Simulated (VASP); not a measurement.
# C (Fd-3m) in VASP: single point with PBEsol+D3(BJ)

Aim: the single point of C with PBEsol+D3(BJ).

All numbers are computed with VASP 6.6.1; they aren't measurements. Logs are shortened: lines on timing, memory, paths and dates and some standing lists are left out, and cuts for length are marked.

## 1. The cell of the first run

The structure is cubic, space group Fd-3m (No. 227). The conventional cell has a = 3.567 Å, b = 3.567 Å, c = 3.567 Å, α = 90.00°, β = 90.00°, γ = 90.00°. Within 2.1 Å of C (site symmetry -43m) lie 4 C at 1.54 Å.

## 2. Single point, PBEsol+D3(BJ)

POSCAR reads:

```
C
1.0
    2.5220660000      0.0000000000      0.0000000000
    1.2610330000      2.1841732260      0.0000000000
    1.2610330000      0.7280577420      2.0592582659
C
2
Direct
    0.0000000000      0.0000000000      0.0000000000
    0.2500000000      0.2500000000      0.2500000000
```

INCAR.step1 reads:

```
SYSTEM = C
ALGO = Normal
EDIFF = 1E-6
ENCUT = 520
GGA = PS
GGA_COMPAT = .False.
ISIF = 2
ISMEAR = 0
IVDW = 12
LASPH = .True.
LCHARG = .True.
LORBIT = 11
LREAL = .False.
LWAVE = .False.
NBANDS = 11
NEDOS = 2001
NELM = 120
PREC = Accurate
SIGMA = 0.01
```

KPOINTS.step1 reads:

```
k-points
0
Gamma
  10 10 10
  0 0 0
```

INCAR.step2 reads:

```
SYSTEM = C
ALGO = Normal
EDIFF = 1E-6
ENCUT = 520
GGA = PS
GGA_COMPAT = .False.
ICHARG = 11
ISIF = 2
ISMEAR = -5
IVDW = 12
LASPH = .True.
LCHARG = .False.
LORBIT = 11
LREAL = .False.
LWAVE = .False.
NEDOS = 2001
NELM = 120
PREC = Accurate
SIGMA = 0.01
```

KPOINTS.step2 reads:

```
k-points
0
Gamma
  15 15 15
  0 0 0
```

Potentials or basis: VASP PAW PBE potentials, release 64 (C).

The run is started by

```sh
> cat potpaw_PBE.64/C/POTCAR > POTCAR
> cp INCAR.step1 INCAR
> cp KPOINTS.step1 KPOINTS
> mpirun -np 1 vasp_std > vasp.out
> cp INCAR.step2 INCAR
> cp KPOINTS.step2 KPOINTS
> mpirun -np 1 vasp_std > vasp.out
```

OUTCAR:

```text
SYSTEM = C
   EDIFF = 1E-6
   ENCUT = 520
   GGA = PS
   ICHARG = 11
   ISIF = 2
   ISMEAR = -5
   IVDW = 12
   LASPH = .True.
   LORBIT = 11
   LREAL = .False.
   NELM = 120
   PREC = Accurate
 IVDW          = 12

 ion  position               nearest neighbor table
   1  0.000  0.000  0.000-   2 1.54   2 1.54   2 1.54   2 1.54
   2  0.250  0.250  0.250-   1 1.54   1 1.54   1 1.54   1 1.54

  LATTYP: Found a face centered cubic cell.
 ALAT       =     3.5667399424

  Lattice vectors:

 A1 = (   2.5220660000,   0.0000000000,   0.0000000000)
 A2 = (   1.2610330000,   2.1841732260,   0.0000000000)
 A3 = (   1.2610330000,   0.7280577420,   2.0592582659)

Analysis of symmetry for initial positions (statically):
=====================================================================
 Subroutine PRICEL returns:
 Original cell was already a primitive cell.

 Routine SETGRP: Setting up the symmetry group for a
 face centered cubic supercell.

 Subroutine GETGRP returns: Found 48 space group operations
 (whereof 24 operations were pure point group operations)
 out of a pool of 48 trial point group operations.

The static configuration has the point symmetry T_d .
 The point group associated with its full space group is O_h .

Analysis of symmetry for dynamics (positions and initial velocities):
=====================================================================
 Subroutine PRICEL returns:
 Original cell was already a primitive cell.

 Routine SETGRP: Setting up the symmetry group for a
 face centered cubic supercell.

 Subroutine GETGRP returns: Found 48 space group operations
 (whereof 24 operations were pure point group operations)
 out of a pool of 48 trial point group operations.

The dynamic configuration has the point symmetry T_d .
 The point group associated with its full space group is O_h .

 Subroutine INISYM returns: Found 48 space group operations
 (whereof 24 operations are pure point group operations),
 and found     1 'primitive' translations

----------------------------------------------------------------------------------------

                                     Primitive cell

  volume of cell :      11.3437

  direct lattice vectors                    reciprocal lattice vectors
     2.522066000  0.000000000  0.000000000     0.396500329 -0.228919572 -0.161870582
     1.261033000  2.184173226  0.000000000     0.000000000  0.457839144 -0.161870582
     1.261033000  0.728057742  2.059258266     0.000000000  0.000000000  0.485611745

  length of vectors
     2.522066000  2.522066000  2.522066000     0.485611745  0.485611745  0.485611745

  position of ions in fractional coordinates (direct lattice)
     0.000000000  0.000000000  0.000000000
     0.250000000  0.250000000  0.250000000

  ion indices of the primitive-cell ions
   primitive index   ion index
                 1           1
                 2           2

----------------------------------------------------------------------------------------

 KPOINTS: k-points

Automatic generation of k-mesh.
 Grid dimensions read from file:
 generate k-points for:   15   15   15

 Generating k-lattice:

  Cartesian coordinates                     Fractional coordinates (reciprocal lattice)
     0.026433355 -0.015261305 -0.010791372     0.066666667 -0.000000000 -0.000000000
     0.000000000  0.030522610 -0.010791372     0.000000000  0.066666667 -0.000000000
     0.000000000  0.000000000  0.032374116     0.000000000  0.000000000  0.066666667

  Length of vectors
     0.032374116  0.032374116  0.032374116

  Shift w.r.t. Gamma in fractional coordinates (k-lattice)
     0.000000000  0.000000000  0.000000000

 TETIRR: Found    484 inequivalent tetrahedra from    20250

 Subroutine IBZKPT returns following result:
 ===========================================

 Found    120 irreducible k-points:

 Following reciprocal coordinates:
            Coordinates               Weight
  0.000000  0.000000  0.000000      1.000000
  0.066667 -0.000000 -0.000000      8.000000
  0.133333 -0.000000 -0.000000      8.000000
  0.200000  0.000000 -0.000000      8.000000
  0.266667 -0.000000 -0.000000      8.000000
  0.333333 -0.000000 -0.000000      8.000000
[... 16 lines left out ...]
  0.133333  0.133333 -0.000000      6.000000
  0.200000  0.133333  0.000000     24.000000
 [... further k-points ...]
   k-points           NKPTS =    120   k-points in BZ     NKDIM =    120   number of bands    NBANDS=      8
   number of dos      NEDOS =   2001   number of ions     NIONS =      2
   total plane-waves  NPLWV =   8000
   dimension x,y,z NGX =    20 NGY =   20 NGZ =   20
   dimension x,y,z NGXF=    40 NGYF=   40 NGZF=   40
   ions per type =               2
   NGX,Y,Z   is equivalent  to a cutoff of  13.18, 13.18, 13.18 a.u.
   NGXF,Y,Z  is equivalent  to a cutoff of  26.37, 26.37, 26.37 a.u.
 SYSTEM =  C
   PREC   = accura    normal or accurate (medium, high low for compatibility)
   ISTART =      0    job   : 0-new  1-cont  2-samecut
   ICHARG =     11    charge: 1-file 2-atom 10-const
   ISPIN  =      1    spin polarized calculation?
   LNONCOLLINEAR =      F non collinear calculations
   LSORBIT =      F    spin-orbit coupling
   LASPH  =      T    aspherical Exc in radial PAW
   ENCUT  =  520.0 eV  38.22 Ry    6.18 a.u.   4.69  4.69  4.69*2*pi/ulx,y,z
   NELM   =    120;   NELMIN=  2; NELMDL=  0     # of ELM steps
   EDIFF  = 0.1E-05   stopping-criterion for ELM
   LREAL  =      F    real-space projection
   EDIFFG = 0.1E-04   stopping-criterion for IOM
   NSW    =      0    number of steps for IOM
   IBRION =     -1    ionic relax: 0-MD 1-quasi-New 2-CG
   NFREE  =      0    steps in history (QN), initial steepest desc. (CG)
   ISIF   =      2    stress and relaxation
   ISYM   =      2    0-nonsym 1-usesym 2-fastsym
   POTIM  = 0.5000    time-step for ionic-motion
   TEBEG  =    0.0;   TEEND  =   0.0 temperature during run
   PSTRESS=    0.0 pullay stress
   NELECT =       8.0000    total number of electrons
   NUPDOWN=      -1.0000    fix difference up-down
   EMIN   =  10.00;   EMAX   =-10.00  energy-range for DOS
   EFERMI =   0.00;   METHOD = LEGACY
   ISMEAR =    -5;   SIGMA  =   0.01  broadening in eV -4-tet -1-fermi 0-gaus
   EFERMI_NEDOS =   21; number of points for ismear=-14 and -15
   IALGO  =     38    algorithm
   IMIX   =      4    mixing-type and parameters
     AMIX     =   0.40;   BMIX     =  1.00
     AMIX_MAG =   1.60;   BMIX_MAG =  1.00
  volume/ion in A,a.u.               =       5.67        38.28
  Fermi-wavevector in a.u.,A,eV,Ry     =   1.457203  2.753714 28.891162  2.123440
  Thomas-Fermi vector in A             =   2.574032
   LORBIT       =     11    0 simple, 1 ext, 2 COOP (PROOUT), +10 PAW based schemes
   GGA     = PS    functional components
   LHFCALC =     F    Hartree Fock is set to
   AEXX    =    0.0000 exact exchange contribution
   IVDW    =    12    specifies the selected vdW correction
   LEPSILON=     F    determine dielectric tensor
   LRPA    =     F    only Hartree local field effects (RPA)
 non-spin polarized calculation
 Fermi weights with tetrahedron method with Bloechl corrections
  energy-cutoff  :      520.00
  volume of cell :       11.34
 maximum number of plane-waves:       322

 number of electron       7.9999999 magnetization

 Free energy of the ion-electron system (eV)
  ---------------------------------------------------
  ext. energy  EPLUGINS =         0.00000000
  ---------------------------------------------------
  free energy    TOTEN  =       -19.24885094 eV

  energy without entropy =      -19.24885094  energy(sigma->0) =      -19.24885094

 E-fermi :   9.7272     XC(G=0): -13.4329

 val. band max:        9.7096423130   @ k =   0.0000   0.0000   0.0000
 cond. band min:      13.7449250737   @ k =   0.3333   0.3333  -0.0000
 fundamental gap:      4.0352827607
 Fermi energy:         9.7271944555

 k-point     1 :       0.0000    0.0000    0.0000
  band No.  band energies     occupation
      1     -11.8125      2.00000
      2       9.7096      2.00000
      3       9.7096      2.00000
      4       9.7096      2.00000
      5      15.2487      0.00000
      6      15.2487      0.00000
      7      15.2487      0.00000
      8      23.0783      0.00000

 k-point     2 :       0.0667   -0.0000   -0.0000
  band No.  band energies     occupation
      1     -11.6890      2.00000
      2       8.8789      2.00000
      3       9.4937      2.00000
      4       9.4937      2.00000
      5      15.5304      0.00000
      6      15.5304      0.00000
      7      15.7479      0.00000
      8      23.1778      0.00000

 k-point     3 :       0.1333   -0.0000   -0.0000
  band No.  band energies     occupation
      1     -11.3195      2.00000
      2       7.0188      2.00000
      3       8.9788      2.00000
      4       8.9788      2.00000
      5      16.2079      0.00000
      6      16.2079      0.00000
      7      16.6525      0.00000
      8      23.4687      0.00000
[... 210 lines left out ...]
 k-point    23 :       0.1333    0.1333   -0.0000
  band No.  band energies     occupation
      1     -11.1554      2.00000
      2       7.7961      2.00000
      3       7.7961      2.00000
      4       8.2260      2.00000
      5      14.7727      0.00000
      6      17.7168      0.00000
      7      17.7168      0.00000
      8      22.9252      0.00000

 k-point    24 :       0.2000    0.1333    0.0000
  band No.  band energies     occupation
      1     -10.7062      2.00000
      2       6.2255      2.00000
      3       7.1411      2.00000
      4       7.9168      2.00000
      5      14.9062      0.00000
      6      18.6279      0.00000
      7      18.6516      0.00000
      8      22.5118      0.00000

 [... further k-points ...]

------------------------ aborting loop because EDIFF is reached ----------------------------------------

 Edisp (eV)   -0.25920

 E8    (eV) :    -0.1255

  FORCE on cell =-STRESS in cart. coord.  units (eV):
  Direction    XX          YY          ZZ          XY          YZ          ZX
  --------------------------------------------------------------------------------------
  -------------------------------------------------------------------------------------
  Total      -0.52915    -0.52915    -0.52915     0.00000    -0.00000     0.00000
  in kB     -74.73718   -74.73718   -74.73718     0.00000    -0.00000     0.00000
  external pressure =      -74.74 kB  Pullay stress =        0.00 kB

 VOLUME and BASIS-vectors are now :
 -----------------------------------------------------------------------------
  energy-cutoff  :      520.00
  volume of cell :       11.34
      direct lattice vectors                 reciprocal lattice vectors
     2.522066000  0.000000000  0.000000000     0.396500329 -0.228919572 -0.161870582
     1.261033000  2.184173226  0.000000000     0.000000000  0.457839144 -0.161870582
     1.261033000  0.728057742  2.059258266     0.000000000  0.000000000  0.485611745

 POSITION                                       TOTAL-FORCE (eV/Angst)
 -----------------------------------------------------------------------------------
      0.00000      0.00000      0.00000         0.000000     -0.000000      0.000000
      1.26103      0.72806      0.51481        -0.000000      0.000000     -0.000000
 -----------------------------------------------------------------------------------
    total drift:                                0.000000      0.000000      0.000000

  FREE ENERGIE OF THE ION-ELECTRON SYSTEM (eV)
  ---------------------------------------------------
  free  energy   TOTEN  =       -19.5080536566 eV

  energy  without entropy=      -19.5080536566  energy(sigma->0) =      -19.50805366

 total charge

# of ion       s       p       d       tot
------------------------------------------
    1        0.824   1.742   0.000   2.566
    2        0.824   1.742   0.000   2.566
--------------------------------------------------
tot          1.648   3.485   0.000   5.132
```

Wall time 10 s (1 thread of Intel Xeon Platinum 8259CL at 2.50GHz (Skylake/Cascade Lake), shared host); peak memory 0.13 GiB.

Results:

* Valence electrons inside the program's atomic spheres: C 2.57
* Dispersion energy per atom: -0.130 eV

Caveat: the PAW data sets were made with another functional, which shifts forces and pressure a little.
